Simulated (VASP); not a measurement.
Wanted: the native input for a VASP 6.6.1 run.

* Task: single point
* Functional: PBE
* Potentials or basis: VASP PAW PBE potentials, release 64 (Mg_sv, Si, N)
* Cutoff: 750 eV
* k mesh: 6 × 6 × 6
* Occupations: gaussian, width 0.02 eV
* Spin: no spin polarisation
* Dipole correction: no
* Mended: yes
* Further INCAR settings: ALGO = Normal; EDIFF = 1e-06; NBANDS = 22

The structure of MgSi2N2 lies in POSCAR:

```
MgSi2N2
1.0
    3.0374484125      1.7536716586      3.4770111083
   -3.0374484125      1.7536716586      3.4770111083
    0.0000000000     -3.5073433172      3.4770111083
Mg Si N
1 2 2
Direct
    0.0000000000      0.0000000000      0.0000000000
    0.6605986425      0.6605986425      0.6605986425
    0.3394013575      0.3394013575      0.3394013575
    0.1868715912      0.1868715912      0.1868715912
    0.8131284088      0.8131284088      0.8131284088
```

The cell was built from a structure type or drawn by symmetry, and may not be a known phase.

These files were run (other wordings do the same):

INCAR

```
SYSTEM = MgSi2N2
PREC = Accurate ; ENCUT = 750
EDIFF = 1E-6 ; ISMEAR = 0
SIGMA = 0.02 ; LREAL = .FALSE.
LASPH = .TRUE. ; NELM = 120
ALGO = Normal ; ISIF = 2
LWAVE = .FALSE. ; LCHARG = .TRUE.
GGA = PE ; LELF = .TRUE.
LVHAR = .TRUE. ; NBANDS = 22
GGA_COMPAT = .FALSE.
```

KPOINTS

```
regular mesh
0
G
  6 6 6
  0 0 0
```

Potentials or basis: VASP PAW PBE potentials, release 64 (Mg_sv, Si, N).

Command:

```console
$ cat potpaw_PBE.64/Mg_sv/POTCAR potpaw_PBE.64/Si/POTCAR potpaw_PBE.64/N/POTCAR > POTCAR
$ mpirun -np 1 vasp_std > vasp.out
```

It gave:

```yaml
Pressure: 0.0 GPa
Largest_force: 0.074 eV/Å
Band_gap_on_the_k_mesh: 1.84 eV (least direct gap 1.89 eV)
```

It took 120 s on 1 thread of Intel(R) Xeon(R) Platinum 8259CL CPU @ 2.50GHz (Skylake/Cascade Lake), on a shared host, peak memory 0.38 GiB.
